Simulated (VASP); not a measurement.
# BeS (F-43m) in VASP: a series of runs

Runs on BeS. Level: PBE+D4. Tasks: single point.

Everything below comes from runs of VASP 6.6.1. Logs are shortened: lines on timing, memory, paths and dates and some standing lists are left out, and cuts for length are marked.

### 1 The cell of the first run

The structure is cubic, space group F-43m (No. 216). Conventional cell: a = 4.795 Å, b = 4.795 Å, c = 4.795 Å, α = 90.00°, β = 90.00°, γ = 90.00°. Be (site symmetry -43m) has 4 S at 2.08 Å within 2.7 Å. Within 2.7 Å of S (site symmetry -43m) lie 4 Be at 2.08 Å.

### 2 Single point, PBE+D4 (volume scaled by 0.98)

INCAR reads:

```
ALGO = Normal
EDIFF = 1E-6
ENCUT = 600
GGA = PE
GGA_COMPAT = False
ISIF = 2
ISMEAR = 0
IVDW = 13
LASPH = True
LCHARG = False
LREAL = False
LWAVE = False
NBANDS = 11
NELM = 120
PREC = Accurate
SIGMA = 0.05
```

KPOINTS reads:

```
k-points
0
Gamma
  8 8 8
```

POSCAR reads:

```
BeS
1.0
    0.0000000000      2.3976770912      2.3976770912
    2.3976770912      0.0000000000      2.3976770912
    2.3976770912      2.3976770912      0.0000000000
Be S
1 1
Direct
    0.0000000000      0.0000000000      0.0000000000
    0.7500000000      0.7500000000      0.7500000000
```

Potentials or basis: VASP PAW PBE potentials, release 64 (Be, S).

The run is started by

```console
> cat potpaw_PBE.64/Be/POTCAR potpaw_PBE.64/S/POTCAR > POTCAR
> mpirun -np 1 vasp_std > vasp.out
```

OUTCAR:

```text
EDIFF = 1E-6
   ENCUT = 600
   GGA = PE
   ISIF = 2
   ISMEAR = 0
   IVDW = 13
   LASPH = True
   LREAL = False
   NELM = 120
   PREC = Accurate

 ion  position               nearest neighbor table
   1  0.000  0.000  0.000-   2 2.08   2 2.08   2 2.08   2 2.08
   2  0.750  0.750  0.750-   1 2.08   1 2.08   1 2.08   1 2.08

  LATTYP: Found a face centered cubic cell.
 ALAT       =     4.7953541824

  Lattice vectors:

 A1 = (   0.0000000000,   2.3976770912,   2.3976770912)
 A2 = (   2.3976770912,   0.0000000000,   2.3976770912)
 A3 = (   2.3976770912,   2.3976770912,   0.0000000000)

Analysis of symmetry for initial positions (statically):
=====================================================================
 Subroutine PRICEL returns:
 Original cell was already a primitive cell.

 Routine SETGRP: Setting up the symmetry group for a
 face centered cubic supercell.

 Subroutine GETGRP returns: Found 24 space group operations
 (whereof 24 operations were pure point group operations)
 out of a pool of 48 trial point group operations.

The static configuration has the point symmetry T_d .

Analysis of symmetry for dynamics (positions and initial velocities):
=====================================================================
 Subroutine PRICEL returns:
 Original cell was already a primitive cell.

 Routine SETGRP: Setting up the symmetry group for a
 face centered cubic supercell.

 Subroutine GETGRP returns: Found 24 space group operations
 (whereof 24 operations were pure point group operations)
 out of a pool of 48 trial point group operations.

The dynamic configuration has the point symmetry T_d .

 Subroutine INISYM returns: Found 24 space group operations
 (whereof 24 operations are pure point group operations),
 and found     1 'primitive' translations

----------------------------------------------------------------------------------------

                                     Primitive cell

  volume of cell :      27.5678

  direct lattice vectors                    reciprocal lattice vectors
     0.000000000  2.397677091  2.397677091    -0.208535170  0.208535170  0.208535170
     2.397677091  0.000000000  2.397677091     0.208535170 -0.208535170  0.208535170
     2.397677091  2.397677091  0.000000000     0.208535170  0.208535170 -0.208535170

  length of vectors
     3.390827461  3.390827461  3.390827461     0.361193510  0.361193510  0.361193510

  position of ions in fractional coordinates (direct lattice)
     0.000000000  0.000000000  0.000000000
     0.750000000  0.750000000  0.750000000

  ion indices of the primitive-cell ions
   primitive index   ion index
                 1           1
                 2           2

----------------------------------------------------------------------------------------

 KPOINTS: k-points

Automatic generation of k-mesh.
 Grid dimensions read from file:
 generate k-points for:    8    8    8

 Generating k-lattice:

  Cartesian coordinates                     Fractional coordinates (reciprocal lattice)
    -0.026066896  0.026066896  0.026066896     0.125000000  0.000000000  0.000000000
     0.026066896 -0.026066896  0.026066896     0.000000000  0.125000000  0.000000000
     0.026066896  0.026066896 -0.026066896     0.000000000  0.000000000  0.125000000

  Length of vectors
     0.045149189  0.045149189  0.045149189

  Shift w.r.t. Gamma in fractional coordinates (k-lattice)
     0.000000000  0.000000000  0.000000000

 Subroutine IBZKPT returns following result:
 ===========================================

 Found     29 irreducible k-points:

 Following reciprocal coordinates:
            Coordinates               Weight
  0.000000  0.000000  0.000000      1.000000
  0.125000  0.000000  0.000000      8.000000
  0.250000  0.000000  0.000000      8.000000
  0.375000  0.000000  0.000000      8.000000
  0.500000  0.000000  0.000000      4.000000
  0.125000  0.125000  0.000000      6.000000
[... 16 lines left out ...]
  0.500000  0.250000  0.125000     48.000000
 -0.375000  0.250000  0.125000     24.000000
 [... further k-points ...]
   k-points           NKPTS =     29   k-points in BZ     NKDIM =     29   number of bands    NBANDS=     11
   number of dos      NEDOS =    301   number of ions     NIONS =      2
   total plane-waves  NPLWV =  21952
   dimension x,y,z NGX =    28 NGY =   28 NGZ =   28
   dimension x,y,z NGXF=    56 NGYF=   56 NGZF=   56
   ions per type =               1   1
   NGX,Y,Z   is equivalent  to a cutoff of  13.73, 13.73, 13.73 a.u.
   NGXF,Y,Z  is equivalent  to a cutoff of  27.46, 27.46, 27.46 a.u.
 SYSTEM =  unknown system
   PREC   = accura    normal or accurate (medium, high low for compatibility)
   ISTART =      0    job   : 0-new  1-cont  2-samecut
   ICHARG =      2    charge: 1-file 2-atom 10-const
   ISPIN  =      1    spin polarized calculation?
   LNONCOLLINEAR =      F non collinear calculations
   LSORBIT =      F    spin-orbit coupling
   LASPH  =      T    aspherical Exc in radial PAW
   ENCUT  =  600.0 eV  44.10 Ry    6.64 a.u.   6.77  6.77  6.77*2*pi/ulx,y,z
   NELM   =    120;   NELMIN=  2; NELMDL= -5     # of ELM steps
   EDIFF  = 0.1E-05   stopping-criterion for ELM
   LREAL  =      F    real-space projection
   EDIFFG = 0.1E-04   stopping-criterion for IOM
   NSW    =      0    number of steps for IOM
   IBRION =     -1    ionic relax: 0-MD 1-quasi-New 2-CG
   NFREE  =      0    steps in history (QN), initial steepest desc. (CG)
   ISIF   =      2    stress and relaxation
   ISYM   =      2    0-nonsym 1-usesym 2-fastsym
   POTIM  = 0.5000    time-step for ionic-motion
   TEBEG  =    0.0;   TEEND  =   0.0 temperature during run
   PSTRESS=    0.0 pullay stress
   NELECT =       8.0000    total number of electrons
   NUPDOWN=      -1.0000    fix difference up-down
   EMIN   =  10.00;   EMAX   =-10.00  energy-range for DOS
   EFERMI =   0.00;   METHOD = LEGACY
   ISMEAR =     0;   SIGMA  =   0.05  broadening in eV -4-tet -1-fermi 0-gaus
   EFERMI_NEDOS =   21; number of points for ismear=-14 and -15
   IALGO  =     38    algorithm
   IMIX   =      4    mixing-type and parameters
     AMIX     =   0.40;   BMIX     =  1.00
     AMIX_MAG =   1.60;   BMIX_MAG =  1.00
  volume/ion in A,a.u.               =      13.78        93.02
  Fermi-wavevector in a.u.,A,eV,Ry     =   1.083854  2.048187 15.983302  1.174740
  Thomas-Fermi vector in A             =   2.219930
   LORBIT       =      0    0 simple, 1 ext, 2 COOP (PROOUT), +10 PAW based schemes
   GGA     = PE    functional components
   LHFCALC =     F    Hartree Fock is set to
   AEXX    =    0.0000 exact exchange contribution
   IVDW    =    13    specifies the selected vdW correction
   LEPSILON=     F    determine dielectric tensor
   LRPA    =     F    only Hartree local field effects (RPA)
 non-spin polarized calculation
 Gauss-broadening in eV      SIGMA  =   0.05
  energy-cutoff  :      600.00
  volume of cell :       27.57
 maximum number of plane-waves:       941
   NGX = 13   NGY = 13   NGZ = 13

 number of electron       8.0000001 magnetization

 Free energy of the ion-electron system (eV)
  ---------------------------------------------------
  ext. energy  EPLUGINS =         0.00000000
  ---------------------------------------------------
  free energy    TOTEN  =        -9.99139074 eV

  energy without entropy =       -9.99139074  energy(sigma->0) =       -9.99139074

 E-fermi :   4.7703     XC(G=0):  -9.8721

 val. band max:        4.5329651774   @ k =   0.0000   0.0000   0.0000
 cond. band min:       7.5648024146   @ k =   0.5000   0.5000   0.0000
 fundamental gap:      3.0318372372
 Fermi energy:         4.7703470183

 k-point     1 :       0.0000    0.0000    0.0000
  band No.  band energies     occupation
      1      -9.3933      2.00000
      2       4.5330      2.00000
      3       4.5330      2.00000
      4       4.5330      2.00000
      5      10.1858      0.00000
      6      10.1858      0.00000
      7      10.1858      0.00000
      8      10.7115      0.00000
      9      17.4122      0.00000
     10      17.4122      0.00000
     11      19.6706      0.00000

 k-point     2 :       0.1250    0.0000    0.0000
  band No.  band energies     occupation
      1      -9.2077      2.00000
      2       3.2913      2.00000
      3       4.3224      2.00000
      4       4.3224      2.00000
      5      10.2117      0.00000
      6      10.5583      0.00000
      7      10.5583      0.00000
      8      11.9448      0.00000
      9      16.7061      0.00000
     10      16.7061      0.00000
     11      19.4361      0.00000

 k-point     3 :       0.2500    0.0000    0.0000
  band No.  band energies     occupation
      1      -8.6943      2.00000
      2       1.1131      2.00000
      3       3.9057      2.00000
      4       3.9057      2.00000
      5      10.1907      0.00000
      6      11.1180      0.00000
      7      11.1180      0.00000
      8      14.0703      0.00000
      9      16.4709      0.00000
     10      16.4709      0.00000
     11      18.9762      0.00000

 k-point     4 :       0.3750    0.0000    0.0000
  band No.  band energies     occupation
      1      -8.0353      2.00000
      2      -0.7195      2.00000
      3       3.5722      2.00000
      4       3.5722      2.00000
      5      10.1540      0.00000
      6      11.1697      0.00000
      7      11.1697      0.00000
      8      15.5204      0.00000
      9      17.8826      0.00000
     10      17.8826      0.00000
     11      19.2390      0.00000
[... 239 lines left out ...]
 k-point    22 :       0.3750    0.2500    0.1250
  band No.  band energies     occupation
      1      -8.2733      2.00000
      2       0.8835      2.00000
      3       2.2858      2.00000
      4       3.3601      2.00000
      5      10.0704      0.00000
      6      11.8864      0.00000
      7      12.1425      0.00000
      8      13.2027      0.00000
      9      16.3421      0.00000
     10      19.1514      0.00000
     11      20.7499      0.00000

 k-point    23 :       0.5000    0.2500    0.1250
  band No.  band energies     occupation
      1      -7.6909      2.00000
      2      -0.3378      2.00000
      3       1.7398      2.00000
      4       2.8634      2.00000
      5      10.5444      0.00000
      6      11.4073      0.00000
      7      13.1466      0.00000
      8      13.9361      0.00000
      9      17.3648      0.00000
     10      19.1667      0.00000
     11      21.3012      0.00000

 k-point    24 :      -0.3750    0.2500    0.1250
  band No.  band energies     occupation
      1      -7.3945      2.00000
      2      -0.9263      2.00000
      3       1.6479      2.00000
      4       2.6044      2.00000
      5      10.6135      0.00000
      6      11.2072      0.00000
      7      13.8262      0.00000
      8      15.2093      0.00000
      9      16.1252      0.00000
     10      20.0677      0.00000
     11      20.7944      0.00000

 [... further k-points ...]

------------------------ aborting loop because EDIFF is reached ----------------------------------------

  DFT-D4 for vdW energy calculation

  Edisp (eV):   -0.54426

  FORCE on cell =-STRESS in cart. coord.  units (eV):
  Direction    XX          YY          ZZ          XY          YZ          ZX
  --------------------------------------------------------------------------------------
  -------------------------------------------------------------------------------------
  Total       0.36525     0.36525     0.36525     0.00000     0.00000     0.00000
  in kB      21.22749    21.22749    21.22749     0.00000     0.00000     0.00000
  external pressure =       21.23 kB  Pullay stress =        0.00 kB

 VOLUME and BASIS-vectors are now :
 -----------------------------------------------------------------------------
  energy-cutoff  :      600.00
  volume of cell :       27.57
      direct lattice vectors                 reciprocal lattice vectors
     0.000000000  2.397677091  2.397677091    -0.208535170  0.208535170  0.208535170
     2.397677091  0.000000000  2.397677091     0.208535170 -0.208535170  0.208535170
     2.397677091  2.397677091  0.000000000     0.208535170  0.208535170 -0.208535170

 POSITION                                       TOTAL-FORCE (eV/Angst)
 -----------------------------------------------------------------------------------
      0.00000      0.00000      0.00000        -0.000000     -0.000000     -0.000000
      3.59652      3.59652      3.59652         0.000000      0.000000      0.000000
 -----------------------------------------------------------------------------------
    total drift:                               -0.000000     -0.000000      0.000000

  FREE ENERGIE OF THE ION-ELECTRON SYSTEM (eV)
  ---------------------------------------------------
  free  energy   TOTEN  =       -10.5356487065 eV

  energy  without entropy=      -10.5356487065  energy(sigma->0) =      -10.53564871
```

Run time: 8.8 s. Hardware: 1 thread of AMD EPYC 7R13 (Zen 3), shared host; peak memory 0.12 GiB.

Results:

```
Free energy                : -10.5356 eV
Pressure                   : 2.1 GPa
Band gap on the k mesh     : 3.03 eV, indirect (least direct gap 5.65 eV)
Dispersion energy per atom : -0.272 eV
```

Levels at points of the mesh, in eV from the valence-band top:
```
           k point  band 1  band 2  band 3  band 4  band 5  band 6  band 7  band 8  band 9
(0.00, 0.00, 0.00)  -13.93    0.00    0.00    0.00    5.65    5.65    5.65    6.18   12.88
(0.50, 0.00, 0.00)  -12.22   -6.01   -1.08   -1.08    5.60    6.55    6.55   11.37   15.10
(0.50, 0.50, 0.00)  -11.64   -5.20   -2.76   -2.76    3.03    4.89   13.06   13.06   16.02
```

### 3 Single point, PBE+D4 (volume scaled by 1.02)

INCAR reads:

```
SYSTEM = BeS
ALGO = Normal ; EDIFF = 1E-6
ENCUT = 600 ; GGA = PE
GGA_COMPAT = .FALSE. ; ISIF = 2
ISMEAR = 0 ; IVDW = 13
LASPH = .TRUE. ; LCHARG = .FALSE.
LREAL = .FALSE. ; LWAVE = .FALSE.
NBANDS = 11 ; NELM = 120
PREC = Accurate ; SIGMA = 0.05
```

KPOINTS reads:

```
k-points
0
G
  8 8 8
  0 0 0
```

POSCAR reads:

```
BeS
1.0
    0.0000000000      2.4298645171      2.4298645171
    2.4298645171      0.0000000000      2.4298645171
    2.4298645171      2.4298645171      0.0000000000
Be S
1 1
Direct
    0.0000000000      0.0000000000      0.0000000000
    0.7500000000      0.7500000000      0.7500000000
```

Potentials or basis: VASP PAW PBE potentials, release 64 (Be, S).

The run is started by

```console
> cat potpaw_PBE.64/Be/POTCAR potpaw_PBE.64/S/POTCAR > POTCAR
> mpirun -np 1 vasp_std > vasp.out
```

Run time: 8.2 s. Hardware: 1 thread of AMD EPYC 7R13 (Zen 3), shared host; peak memory 0.12 GiB.

It converged, with:

```
Free energy                : -10.5362 eV
Pressure                   : -1.9 GPa
Band gap on the k mesh     : 3.12 eV, indirect (least direct gap 5.67 eV)
Dispersion energy per atom : -0.262 eV
```

Levels at points of the mesh, in eV from the valence-band top:
```
           k point  band 1  band 2  band 3  band 4  band 5  band 6  band 7  band 8
(0.00, 0.00, 0.00)  -13.65    0.00    0.00    0.00    5.67    5.67    5.67    5.84
(0.50, 0.00, 0.00)  -12.06   -5.75   -1.03   -1.03    5.46    6.56    6.56   11.18
(0.50, 0.50, 0.00)  -11.52   -4.99   -2.62   -2.62    3.12    4.92   12.73   12.73
```

 A k mesh can miss the band edges.
